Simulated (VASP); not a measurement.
Wanted: the native input for a VASP 6.6.1 run.

```
Task                   : single point
Functional             : PBEsol
Potentials or basis    : VASP PAW PBE potentials, release 64 (Ga_d)
Cutoff                 : 520 eV
k mesh                 : 18 × 18 × 18
Occupations            : gaussian, width 0.1 eV
Spin                   : no spin polarisation
Dipole correction      : no
Further INCAR settings : ALGO = Normal; EDIFF = 1e-06; NBANDS = 12
```

The structure of Ga lies in POSCAR:

```
Ga
1.0
   -1.6495804829      1.6495804829      1.6495804829
    1.6495804829     -1.6495804829      1.6495804829
    1.6495804829      1.6495804829     -1.6495804829
Ga
1
Direct
    0.0000000000      0.0000000000      0.0000000000
```

This isn't the form of Ga at room conditions, which is orthorhombic.

These files were run (other wordings do the same):

INCAR

```
SYSTEM = Ga
  ALGO = Normal
  EDIFF = 1E-6
  ENCUT = 520
  GGA = PS
  ISIF = 2
  ISMEAR = 0
  LASPH = .TRUE.
  LCHARG = .FALSE.
  LREAL = .FALSE.
  LWAVE = .FALSE.
  NBANDS = 12
  NELM = 100
  PREC = Accurate
  SIGMA = 0.1
```

KPOINTS

```
k-points
0
G
  18 18 18
  0 0 0
```

Potentials or basis: VASP PAW PBE potentials, release 64 (Ga_d).

Run with:

```bash
$ cat potpaw_PBE.64/Ga_d/POTCAR > POTCAR
$ mpirun -np 1 vasp_std > vasp.out
```

Results of the run:

```
Pressure               : 0.0 GPa
Band gap on the k mesh : zero (an odd number of electrons rules out a gap without spin polarisation)
```

Caveat: the PAW data sets were made with another functional, which shifts forces and pressure a little.

Wall time 26 s on 1 thread of Intel Xeon 8259CL, with other jobs on the host, peak memory 0.17 GiB.
